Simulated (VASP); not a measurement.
Here is a VASP 6.6.1 calculation.

The input POSCAR:

```
AgI
1.0
   -2.3008453076      2.3008453076      3.2575099126
    2.3008453076     -2.3008453076      3.2575099126
    2.3008453076      2.3008453076     -3.2575099126
Ag I
1 1
Direct
    0.2500000000      0.7500000000      0.5000000000
    0.0000000000      0.0000000000      0.0000000000
```

File INCAR.step1:

```
SYSTEM = AgI
PREC = Accurate ; ENCUT = 550
ISMEAR = 0 ; SIGMA = 0.01
LREAL = .False. ; LASPH = .True.
NELM = 120 ; NBANDS = 16
GGA = PE ; ALGO = Normal
EDIFF = 1E-5 ; LWAVE = .True.
LCHARG = .False. ; GGA_COMPAT = .False.
```

File INCAR.step2:

```
SYSTEM = AgI
PREC = Accurate ; ENCUT = 550
EDIFF = 1E-6 ; ISMEAR = 0
SIGMA = 0.01 ; LREAL = .False.
LASPH = .True. ; NELM = 120
ALGO = Normal ; ISIF = 2
LWAVE = .False. ; LCHARG = .True.
METAGGA = R2SCAN ; LMIXTAU = .True.
LELF = .True. ; LVHAR = .True.
NBANDS = 16 ; ISTART = 1
GGA_COMPAT = .False.
```

Contents of KPOINTS:

```
Automatic mesh
0
Gamma
  6 6 6
  0 0 0
```

Potentials or basis: VASP PAW PBE potentials, release 64 (Ag, I).

Command:

```console
$ cat potpaw_PBE.64/Ag/POTCAR potpaw_PBE.64/I/POTCAR > POTCAR
$ cp INCAR.step1 INCAR
$ mpirun -np 1 vasp_std > vasp.out
$ cp INCAR.step2 INCAR
$ mpirun -np 1 vasp_std > vasp.out
```

**Question.** Estimate the band gap on the k mesh.

**Answer.** 1.79 eV, direct.

**Question.** What does it give for the pressure?

**Answer.** 0.8 GPa.

Caveat: the PAW data sets were made with another functional, which shifts forces and pressure a little; spin-orbit coupling is left out, which moves the levels of the heavy elements.
